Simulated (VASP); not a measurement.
Br:

```
Br
1.0
     3.34068   -2.30696    0.00000
     3.34068    2.30696    0.00000
     0.00000    0.00000    8.64389
Br
4
Direct
  0.36510 0.63490 0.39010
  0.13490 0.86510 0.89010
  0.63490 0.36510 0.60990
  0.86510 0.13490 0.10990
```

This cell differs from its parent crystal: volume scaled by 0.98.

Base run:

| Quantity | Value |
| --- | --- |
| Program | VASP 6.6.1 |
| Functional | PBEsol |
| Potentials or basis | VASP PAW PBE potentials, release 64 (Br) |
| Cutoff | 520 eV |
| k mesh | 7 × 7 × 3 |
| Occupations | fermi-dirac, width 0.05 eV |
| Spin | no spin polarisation |

Its results: band gap on the k mesh 1.90 eV, indirect (least direct gap 1.92 eV); pressure 0.7 GPa; largest force 0.990 eV/Å.

**Question.** The run is repeated on the same cell with these changes: functional from PBEsol to PBE; k mesh from 7 × 7 × 3 to 6 × 6 × 3. What comes out?

**Answer.** Band gap on the k mesh 1.97 eV, indirect (least direct gap 1.99 eV); pressure 2.5 GPa; largest force 1.123 eV/Å.

Several settings changed at once, so the effect can't be laid on one alone.

Caveats: the PAW data sets were made with another functional, which shifts forces and pressure a little (some runs); forces of over 1 eV/Å act on the atoms, so gaps and moduli don't describe the material at rest (some runs).

A k mesh can miss the band edges.
